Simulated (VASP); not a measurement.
# Al4VN5 (P-1) in VASP: single point with PBE

Aim: the single point of Al4VN5 with PBE.

Program: VASP 6.6.1. These are calculated values, not measurements. Logs are shortened: lines on timing, memory, paths and dates and some standing lists are left out, and cuts for length are marked.

### 1 The cell of the first run

The typed cell holds 20 atoms: a = 4.956 Å, b = 5.040 Å, c = 7.642 Å, α = 84.16°, β = 71.53°, γ = 70.69°.

### 2 Single point, PBE

INCAR

```
PREC = Accurate ; ENCUT = 520
EDIFF = 1E-7 ; ISMEAR = 0
SIGMA = 0.1 ; LREAL = Auto
LASPH = True ; NELM = 60
ALGO = Normal ; ISIF = 2
LWAVE = False ; LCHARG = True
GGA = PE ; LELF = True
LVHAR = True ; NBANDS = 66
ISYM = 0
```

KPOINTS

```
Automatic mesh
0
Gamma
  3 3 2
  0 0 0.5
```

POSCAR

```
Al4VN5
1.0
    2.0050931452      2.0329365670      4.0510052903
   -2.0804722388     -2.0598447314      4.1021489193
    6.1233530067     -4.1133580436      1.9952083144
N Al V
10 8 2
Direct
    0.9518331726      0.7398950624      0.5946897375
    0.8495386143      0.2590819588      0.8045674000
    0.3445316022      0.7322308403      0.8081771340
    0.7507412942      0.7492600336      0.0029764702
    0.1528607396      0.7492011174      0.1994548335
    0.0506289627      0.2497224614      0.3962773312
    0.5567768222      0.7507562877      0.3979754233
    0.4568390115      0.2667478158      0.5910830688
    0.2445960792      0.2482218423      0.0012803386
    0.6485134602      0.2497772512      0.1998031949
    0.0935344257      0.5036387792      0.8043482736
    0.9938871289      0.0001755646      1.0033215325
    0.4006839041     -0.0005127227      0.1996316495
    0.3011412854      0.5011245321      0.3976407496
    0.8074764356      0.9988096903      0.3959425137
    0.7078306913      0.4953479354      0.5949093011
    0.5002280902      0.4978574720      0.0016181953
    0.9006885239      0.4994886216      0.1996292219
    0.2107801406      1.0013511881      0.6176545628
    0.5905773707      0.9976273271      0.7816055948
```

Potentials or basis: VASP PAW PBE potentials, release 64 (N, Al, V_sv).

The run is started by

```bash
$ cat potpaw_PBE.64/N/POTCAR potpaw_PBE.64/Al/POTCAR potpaw_PBE.64/V_sv/POTCAR > POTCAR
$ mpirun -np 1 vasp_std > vasp.out
```

OUTCAR:

```text
PREC = Accurate
   ENCUT = 520
   EDIFF = 1E-7
   ISMEAR = 0
   LREAL = Auto
   LASPH = True
   NELM = 60
   ISIF = 2
   GGA = PE
   ISYM = 0

 ion  position               nearest neighbor table
   1  0.952  0.740  0.595-  16 1.99  14 2.01  20 2.04  15 2.05  11 2.06  19 2.17
   2  0.850  0.259  0.805-  11 1.99  17 2.01  19 2.04  12 2.05  16 2.06  20 2.17
   3  0.345  0.732  0.808-  11 1.96  17 1.99  19 2.00  20 2.05  12 2.07  16 2.11
   4  0.751  0.749  0.003-  12 2.02  11 2.02  18 2.02  13 2.04  17 2.05  20 2.20
   5  0.153  0.749  0.199-  15 2.02  14 2.03  13 2.03  17 2.04  12 2.04  18 2.05
   6  0.051  0.250  0.396-  15 2.02  16 2.02  18 2.02  13 2.04  14 2.05  19 2.20
   7  0.557  0.751  0.398-  15 2.03  18 2.03  16 2.04  13 2.05  14 2.06  19 2.13
   8  0.457  0.267  0.591-  16 1.96  14 1.99  20 2.00  19 2.05  15 2.07  11 2.11
   9  0.245  0.248  0.001-  12 2.03  18 2.03  11 2.04  13 2.05  17 2.06  20 2.13
  10  0.649  0.250  0.200-  12 2.02  17 2.03  13 2.03  14 2.04  15 2.04  18 2.05
  11  0.094  0.504  0.804-   3 1.96   2 1.99   4 2.02   9 2.04   1 2.06   8 2.11  19 2.83  17 2.86
                            18 2.87  17 2.87  16 2.87  20 2.88  12 2.88  19 2.89  20 2.92  12 2.93
  12  0.994  0.000  0.003-   4 2.02  10 2.02   9 2.03   5 2.04   2 2.05   3 2.07  19 2.80  15 2.85
                            13 2.85  13 2.87  17 2.87  11 2.88  18 2.89  18 2.90  20 2.90  17 2.91
  13  0.401  0.999  0.200-   5 2.03  10 2.03   6 2.04   4 2.04   7 2.05   9 2.05  12 2.85  15 2.85
                            12 2.87  15 2.87  18 2.89  18 2.89  17 2.90  14 2.90  14 2.90  17 2.90
  14  0.301  0.501  0.398-   8 1.99   1 2.01   5 2.03  10 2.04   6 2.05   7 2.06  18 2.85  16 2.86
                            16 2.87  15 2.87  17 2.87  18 2.87  13 2.90  13 2.90  15 2.91  11 2.95
  15  0.807  0.999  0.396-   6 2.02   5 2.02   7 2.03  10 2.04   1 2.05   8 2.07  20 2.80  12 2.85
                            13 2.85  13 2.87  14 2.87  16 2.88  18 2.89  18 2.90  19 2.90  14 2.91
  16  0.708  0.495  0.595-   8 1.96   1 1.99   6 2.02   7 2.04   2 2.06   3 2.11  20 2.83  14 2.86
                            18 2.87  14 2.87  11 2.87  19 2.88  15 2.88  20 2.89  19 2.92  15 2.93
  17  0.500  0.498  0.002-   3 1.99   2 2.01  10 2.03   5 2.04   4 2.05   9 2.06  18 2.85  11 2.86
                            11 2.87  12 2.87  14 2.87  18 2.87  13 2.90  13 2.90  12 2.91  16 2.95
  18  0.901  0.499  0.200-   6 2.02   4 2.02   7 2.03   9 2.03   5 2.05  10 2.05  14 2.85  17 2.85
                            16 2.87  11 2.87  17 2.87  14 2.87  12 2.89  15 2.89  13 2.89  13 2.89
  19  0.211  0.001  0.618-   3 2.00   2 2.04   8 2.05   7 2.13   1 2.17   6 2.20  20 2.57  12 2.80
                            11 2.83  16 2.88  11 2.89  15 2.90  16 2.92  14 2.96  14 3.00  15 3.01
  20  0.591  0.998  0.782-   8 2.00   1 2.04   3 2.05   9 2.13   2 2.17   4 2.20  19 2.57  15 2.80
                            16 2.83  11 2.88  16 2.89  12 2.90  11 2.92  17 2.96  17 3.00  12 3.01

IMPORTANT INFORMATION: All symmetrisations will be switched off!
NOSYMM: (Re-)initialisation of all symmetry stuff for point group C_1.

----------------------------------------------------------------------------------------

                                     Primitive cell

  volume of cell :     170.8598

  direct lattice vectors                    reciprocal lattice vectors
     2.005093145  2.032936567  4.051005290     0.074703301  0.171309393  0.123907958
    -2.080472239 -2.059844731  4.102148919    -0.121265343 -0.121767450  0.121128899
     6.123353007 -4.113358044  1.995208314     0.097646460 -0.097467039  0.000581105

  length of vectors
     4.956195463  5.039737177  7.641729036     0.224233524  0.210249388  0.137967360

  position of ions in fractional coordinates (direct lattice)
     0.951833173  0.739895062  0.594689737
     0.849538614  0.259081959  0.804567400
     0.344531602  0.732230840  0.808177134
     0.750741294  0.749260034  0.002976470
     0.152860740  0.749201117  0.199454833
     0.050628963  0.249722461  0.396277331
[... 12 lines left out ...]
     0.210780141  0.001351188  0.617654563
     0.590577371  0.997627327  0.781605595

  ion indices of the primitive-cell ions
   primitive index   ion index
                 1           1
                 2           2
                 3           3
                 4           4
                 5           5
                 6           6
[... 12 lines left out ...]
                19          19
                20          20

----------------------------------------------------------------------------------------

 KPOINTS: Automatic mesh

Automatic generation of k-mesh.
 Grid dimensions read from file:
 generate k-points for:    3    3    2

 Generating k-lattice:

  Cartesian coordinates                     Fractional coordinates (reciprocal lattice)
     0.024901100  0.057103131  0.041302653     0.333333333  0.000000000 -0.000000000
    -0.040421781 -0.040589150  0.040376300     0.000000000  0.333333333  0.000000000
     0.048823230 -0.048733520  0.000290553    -0.000000000  0.000000000  0.500000000

  Length of vectors
     0.074744508  0.070083129  0.068983680

  Shift w.r.t. Gamma in fractional coordinates (k-lattice)
     0.000000000  0.000000000  0.500000000

 Subroutine IBZKPT returns following result:
 ===========================================

 Found      9 irreducible k-points:

 Following reciprocal coordinates:
            Coordinates               Weight
  0.000000  0.000000  0.250000      2.000000
  0.333333 -0.000000  0.250000      2.000000
 -0.333333  0.000000  0.250000      2.000000
 -0.000000  0.333333  0.250000      2.000000
  0.333333  0.333333  0.250000      2.000000
 -0.333333  0.333333  0.250000      2.000000
  0.000000 -0.333333  0.250000      2.000000
  0.333333 -0.333333  0.250000      2.000000
 -0.333333 -0.333333  0.250000      2.000000
   k-points           NKPTS =      9   k-points in BZ     NKDIM =      9   number of bands    NBANDS=     66
   number of dos      NEDOS =    301   number of ions     NIONS =     20
   total plane-waves  NPLWV =  96000
   dimension x,y,z NGX =    40 NGY =   40 NGZ =   60
   dimension x,y,z NGXF=    80 NGYF=   80 NGZF=  120
   ions per type =              10   8   2
   NGX,Y,Z   is equivalent  to a cutoff of  13.42, 13.19, 13.05 a.u.
   NGXF,Y,Z  is equivalent  to a cutoff of  26.83, 26.39, 26.11 a.u.
 SYSTEM =  unknown system
   PREC   = accura    normal or accurate (medium, high low for compatibility)
   ISTART =      0    job   : 0-new  1-cont  2-samecut
   ICHARG =      2    charge: 1-file 2-atom 10-const
   ISPIN  =      1    spin polarized calculation?
   LNONCOLLINEAR =      F non collinear calculations
   LSORBIT =      F    spin-orbit coupling
   LASPH  =      T    aspherical Exc in radial PAW
   ENCUT  =  520.0 eV  38.22 Ry    6.18 a.u.   9.22  9.37 14.21*2*pi/ulx,y,z
   NELM   =     60;   NELMIN=  2; NELMDL= -5     # of ELM steps
   EDIFF  = 0.1E-06   stopping-criterion for ELM
   LREAL  =      T    real-space projection
   EDIFFG = 0.1E-05   stopping-criterion for IOM
   NSW    =      0    number of steps for IOM
   IBRION =     -1    ionic relax: 0-MD 1-quasi-New 2-CG
   NFREE  =      0    steps in history (QN), initial steepest desc. (CG)
   ISIF   =      2    stress and relaxation
   ISYM   =      0    0-nonsym 1-usesym 2-fastsym
   POTIM  = 0.5000    time-step for ionic-motion
   TEBEG  =    0.0;   TEEND  =   0.0 temperature during run
   PSTRESS=    0.0 pullay stress
   NELECT =     100.0000    total number of electrons
   NUPDOWN=      -1.0000    fix difference up-down
   EMIN   =  10.00;   EMAX   =-10.00  energy-range for DOS
   EFERMI =   0.00;   METHOD = LEGACY
   ISMEAR =     0;   SIGMA  =   0.10  broadening in eV -4-tet -1-fermi 0-gaus
   EFERMI_NEDOS =   21; number of points for ismear=-14 and -15
   IALGO  =     38    algorithm
   IMIX   =      4    mixing-type and parameters
     AMIX     =   0.40;   BMIX     =  1.00
     AMIX_MAG =   1.60;   BMIX_MAG =  1.00
  volume/ion in A,a.u.               =       8.54        57.65
  Fermi-wavevector in a.u.,A,eV,Ry     =   1.369393  2.587778 25.514166  1.875238
  Thomas-Fermi vector in A             =   2.495273
   LORBIT       =      0    0 simple, 1 ext, 2 COOP (PROOUT), +10 PAW based schemes
   GGA     = PE    functional components
   LHFCALC =     F    Hartree Fock is set to
   AEXX    =    0.0000 exact exchange contribution
   IVDW    =     0    specifies the selected vdW correction
   LEPSILON=     F    determine dielectric tensor
   LRPA    =     F    only Hartree local field effects (RPA)
 non-spin polarized calculation
 Gauss-broadening in eV      SIGMA  =   0.10
  energy-cutoff  :      520.00
  volume of cell :      170.86
 maximum number of plane-waves:      4610
 NGX is ok and might be reduce to    40
   NGX = 19   NGY = 19   NGZ = 29

 number of electron     100.0000000 magnetization

 number of electron      99.9999998 magnetization

 Free energy of the ion-electron system (eV)
  ---------------------------------------------------
  ext. energy  EPLUGINS =         0.00000000
  ---------------------------------------------------
  free energy    TOTEN  =      -153.54337429 eV

  energy without entropy =     -153.52061468  energy(sigma->0) =     -153.53199448

 E-fermi :  11.2686     XC(G=0): -12.4550

 val. band max:       11.2431276240   @ k =   0.3333   0.3333   0.2500
 cond. band min:      11.3288632981   @ k =  -0.0000   0.3333   0.2500
 fundamental gap:      0.0857356742
 Fermi energy:        11.2685843877

 k-point     1 :       0.0000    0.0000    0.2500
  band No.  band energies     occupation
      1     -53.7084      2.00000
      2     -53.6472      2.00000
      3     -27.7886      2.00000
      4     -27.7885      2.00000
      5     -27.6440      2.00000
      6     -27.5555      2.00000
[... 54 lines left out ...]
     61      16.5044      0.00000
     62      16.5440      0.00000

 k-point     2 :       0.3333   -0.0000    0.2500
  band No.  band energies     occupation
      1     -53.7008      2.00000
      2     -53.6548      2.00000
      3     -27.8232      2.00000
      4     -27.7522      2.00000
      5     -27.6416      2.00000
      6     -27.5513      2.00000
[... 453 lines left out ...]
      5     -27.6414      2.00000
      6     -27.5518      2.00000
[... 54 lines left out ...]
     61      16.4865      0.00000
     62      16.7459      0.00000
 [bands above 62 left out]

------------------------ aborting loop because EDIFF is reached ----------------------------------------

  FORCE on cell =-STRESS in cart. coord.  units (eV):
  Direction    XX          YY          ZZ          XY          YZ          ZX
  --------------------------------------------------------------------------------------
  -------------------------------------------------------------------------------------
  Total       -0.0446615     -0.0740615     -0.0237790      0.0047965     -0.0002309      0.0239297
  in kB       -0.4187977     -0.6944854     -0.2229793      0.0449777     -0.0021656      0.2243923
  external PRESSURE =      -0.4454208 kB  Pullay stress =       0.0000000 kB

 VOLUME and BASIS-vectors are now :
 -----------------------------------------------------------------------------
  energy-cutoff  :      520.00
  volume of cell :      170.86
      direct lattice vectors                 reciprocal lattice vectors
     2.005093145  2.032936567  4.051005290     0.074703301  0.171309393  0.123907958
    -2.080472239 -2.059844731  4.102148919    -0.121265343 -0.121767450  0.121128899
     6.123353007 -4.113358044  1.995208314     0.097646460 -0.097467039  0.000581105

 POSITION                                       TOTAL-FORCE (eV/Angst)
 -----------------------------------------------------------------------------------
      4.01068     -2.03522      8.07757         0.001056      0.028604     -0.023703
      6.09104     -2.11608      6.10956        -0.001581     -0.027590      0.024005
      4.11619     -4.13219      6.01190         0.032502     -0.000469     -0.032690
     -0.03528     -0.02939      6.12077         0.015375      0.001645      0.003161
     -0.03086     -2.05291      4.09053         0.001137     -0.000844      0.003334
      2.00852     -2.04149      2.02015        -0.015020     -0.000783     -0.002671
[... 12 lines left out ...]
      4.20194     -2.11491      2.09176        -0.034428      0.011091     -0.027726
      3.89467     -4.06937      8.04431         0.037505     -0.015478      0.027612
 -----------------------------------------------------------------------------------
    total drift:                                0.002903     -0.005988     -0.002019

  FREE ENERGIE OF THE ION-ELECTRON SYSTEM (eV)
  ---------------------------------------------------
  free  energy   TOTEN  =      -153.5433742881 eV

  energy  without entropy=     -153.5206146784  energy(sigma->0) =     -153.53199448
```

Wall time 2.9 min (1 thread of Intel Xeon Platinum 8559C (Emerald Rapids), shared host); peak memory 0.3 GiB.

What came out:

```yaml
Free_energy: -153.5434 eV
Pressure: 0.0 GPa
Largest_force: 0.049 eV/Å
Band_gap_on_the_k_mesh: zero (band 50 reaches 11.33 eV, above the bottom of band 51 at 11.02 eV)
```

Forces in eV/Å, atoms in the order of the input:
```
N    0.001  0.029 -0.024
N   -0.002 -0.028  0.024
N    0.033  0.000 -0.033
N    0.015  0.002  0.003
N    0.001 -0.001  0.003
N   -0.015 -0.001 -0.003
N   -0.001  0.014  0.000
N   -0.033  0.001  0.032
N    0.000 -0.014  0.000
N   -0.002  0.001 -0.003
Al  -0.002 -0.008  0.000
Al  -0.004 -0.002 -0.006
Al  -0.001 -0.001  0.000
Al   0.006 -0.006  0.000
Al   0.004  0.004  0.006
Al   0.003  0.009 -0.002
Al  -0.007  0.007  0.001
Al  -0.001 -0.001  0.000
V   -0.034  0.011 -0.028
V    0.038 -0.015  0.028
```

Caveat: the k points lie up to 0.47 Å⁻¹ apart; the run has no spin polarisation, though such a crystal can be magnetic.
